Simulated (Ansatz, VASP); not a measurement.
# Zr2B in VASP and in Ansatz

File POSCAR:

```
Zr2B
1.0
    4.2452111776      0.0000000000      0.0000000000
    0.0000000000      5.1812474810      0.0000000000
    0.0000000000      0.0000000000      3.2344829978
Zr B
4 2
Direct
    0.2004000000      0.3787000000      0.0000000000
    0.7996000000      0.6213000000      0.0000000000
    0.7004000000      0.1213000000      0.5000000000
    0.2996000000      0.8787000000      0.5000000000
    0.0000000000      0.0000000000      0.0000000000
    0.5000000000      0.5000000000      0.5000000000
```

File INCAR.step1:

```
SYSTEM = Zr2B
  PREC = Accurate
  ENCUT = 600
  ISMEAR = 0
  SIGMA = 0.1
  LREAL = .FALSE.
  LASPH = .TRUE.
  NELM = 100
  GGA = PE
  ALGO = Normal
  EDIFF = 1E-4
  LWAVE = .TRUE.
  LCHARG = .FALSE.
```

Contents of INCAR.step2:

```
SYSTEM = Zr2B
  PREC = Accurate
  ENCUT = 600
  EDIFF = 1E-6
  ISMEAR = 0
  SIGMA = 0.1
  LREAL = .FALSE.
  LASPH = .TRUE.
  NELM = 100
  ALGO = Normal
  ISIF = 3
  LWAVE = .FALSE.
  LCHARG = .FALSE.
  METAGGA = R2SCAN
  LMIXTAU = .TRUE.
  IBRION = 2
  NSW = 90
  EDIFFG = -0.04
  ISTART = 1
```

Contents of KPOINTS:

```
regular mesh
0
G
  4 4 6
  0 0 0
```

Input for Ansatz:

```yaml
crystal:
  lattice:
    - [4.2452111776, 0.0, 0.0]
    - [0.0, 5.181247481, 0.0]
    - [0.0, 0.0, 3.2344829978]
  atoms:
    - { symbol: Zr, position: [0.2004, 0.3787, 0.0] }
    - { symbol: Zr, position: [0.7996, 0.6213, 0.0] }
    - { symbol: Zr, position: [0.7004, 0.1213, 0.5] }
    - { symbol: Zr, position: [0.2996, 0.8787, 0.5] }
    - { symbol: B, position: [0.0, 0.0, 0.0] }
    - { symbol: B, position: [0.5, 0.5, 0.5] }
basis:
  ecutwfc: 500
kpoints:
  mp_grid: { grid: [4, 4, 6] }
hamiltonian:
  xc: r2scan
scf:
  occupations: { method: gaussian, width: 0.1 }
  lower_state_search: "off"
output:
  forces: true
  stress: true
  eigenvalues: true
relax:
  adjacent_minimum: "off"
  f_tol: 0.04
  max_steps: 70
  cell: { stress_tol: 0.4 }
```

Alike in both runs: task relaxation of cell and atoms; functional r2SCAN; k mesh 4 × 4 × 6; occupations gaussian, width 0.1 eV; no spin polarisation.

|  | VASP | Ansatz |
| --- | --- | --- |
| version | VASP 6.6.1 | Ansatz 0.2.0 |
| potentials or method | VASP PAW PBE potentials, release 64 (Zr_sv, B), cutoff 600 eV | scalar-relativistic, plane waves, PAW |
| valence electrons in the cell | 54 | 54 |

```tsv
	VASP	Ansatz	Ansatz less VASP
gap on the k mesh at the Fermi level, each at its own relaxed structure (eV)	none	none	-
relaxed volume (Å³/atom)	18.63	18.65	+0.015
relaxed cell length with the largest relative difference (Å)	5.625	5.632	+0.0070
```

VASP's potentials were made for PBE, not for r2SCAN. A gap of «none» marks a metal or a gap that the smearing closes.

The k mesh is coarse, so the values compare programs but aren't converged. Noted on VASP's run: the volume moved by over 15 % at a fixed basis, so the end points are rough.
